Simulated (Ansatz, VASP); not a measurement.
## One calculation of N, two programs

The input POSCAR:

```
N
1.0
    5.5605176600      0.0000000000      0.0000000000
    0.0000000000      5.5605176600      0.0000000000
    0.0000000000      0.0000000000      5.5605176600
N
8
Direct
    0.0573973300      0.4426026700      0.5573973300
    0.4426026700      0.5573973300      0.0573973300
    0.5573973300      0.0573973300      0.4426026700
    0.9426026700      0.9426026700      0.9426026700
    0.9426026700      0.5573973300      0.4426026700
    0.5573973300      0.4426026700      0.9426026700
    0.4426026700      0.9426026700      0.5573973300
    0.0573973300      0.0573973300      0.0573973300
```

INCAR.step1

```
  PREC = Accurate
  ENCUT = 1460
  ISMEAR = -1
  SIGMA = 0.05
  LREAL = F
  LASPH = T
  NELM = 120
  NBANDS = 30
  GGA = PE
  ALGO = Normal
  EDIFF = 1E-5
  LWAVE = T
  LCHARG = F
  GGA_COMPAT = F
```

The input INCAR.step2:

```
  PREC = Accurate
  ENCUT = 1460
  EDIFF = 1E-6
  ISMEAR = -1
  SIGMA = 0.05
  LREAL = F
  LASPH = T
  NELM = 120
  ALGO = Normal
  ISIF = 2
  LWAVE = F
  LCHARG = T
  METAGGA = R2SCAN
  LMIXTAU = T
  LELF = T
  LVHAR = T
  NBANDS = 30
  ISTART = 1
  GGA_COMPAT = F
```

The input KPOINTS:

```
regular mesh
0
Gamma
  5 5 5
```

The input input.yaml:

```yaml
crystal:
  lattice:
    - [5.56051766, 0.0, 0.0]
    - [0.0, 5.56051766, 0.0]
    - [0.0, 0.0, 5.56051766]
  atoms:
    - { symbol: "N", position: [0.05739733, 0.44260267, 0.55739733] }
    - { symbol: "N", position: [0.44260267, 0.55739733, 0.05739733] }
    - { symbol: "N", position: [0.55739733, 0.05739733, 0.44260267] }
    - { symbol: "N", position: [0.94260267, 0.94260267, 0.94260267] }
    - { symbol: "N", position: [0.94260267, 0.55739733, 0.44260267] }
    - { symbol: "N", position: [0.55739733, 0.44260267, 0.94260267] }
    - { symbol: "N", position: [0.44260267, 0.94260267, 0.55739733] }
    - { symbol: "N", position: [0.05739733, 0.05739733, 0.05739733] }
hamiltonian:
  xc: r2scan
  pseudopotentials: { kind: paw }
kpoints:
  mp_grid: { grid: [5, 5, 5] }
  band_path:
    path:
      - [[0.0, 0.0, 0.0], [0.0, 0.5, 0.0], [0.5, 0.5, 0.0], [0.0, 0.0, 0.0], [0.5, 0.5, 0.5], [0.0, 0.5, 0.0]]
      - [[0.5, 0.5, 0.0], [0.5, 0.5, 0.5]]
    npoints: 10
scf:
  occupations: { method: fermi_dirac, width: 0.05 }
  n_extra_bands: 20
output:
  forces: true
  stress: true
  eigenvalues: true
  fatbands: false
```

Alike in both runs: functional r2SCAN; k mesh 5 × 5 × 5; occupations fermi-dirac, width 0.05 eV; no spin polarisation.

|  | VASP | Ansatz |
| --- | --- | --- |
| version | VASP 6.6.1 | Ansatz 0.2.0 |
| potentials or method | VASP PAW PBE potentials, release 64 (N_h) | Ansatz PAW |
| plane-wave cutoff (eV) | 1460 | 500 |
| valence electrons in the cell | 40 | 40 |
| task | single point | band structure |

VASP gave:

| Property | Result |
| --- | --- |
| gap on the k mesh at the Fermi level (eV) | 7.96 |
| least direct gap on the mesh (eV) | 7.99 |
| pressure (GPa) | -2.5 |
| rms of the force components (eV/Å) | 1.082 |

**Question.** What did Ansatz give for the same quantities?

**Answer.** gap on the k mesh at the Fermi level (eV): 7.94; least direct gap on the mesh (eV): 7.97; pressure (GPa): -2.3; rms of the force components (eV/Å): 1.059.

VASP's potentials were made for PBE, not for r2SCAN. Atom by atom the forces differ by 0.023 eV/Å (rms over components).
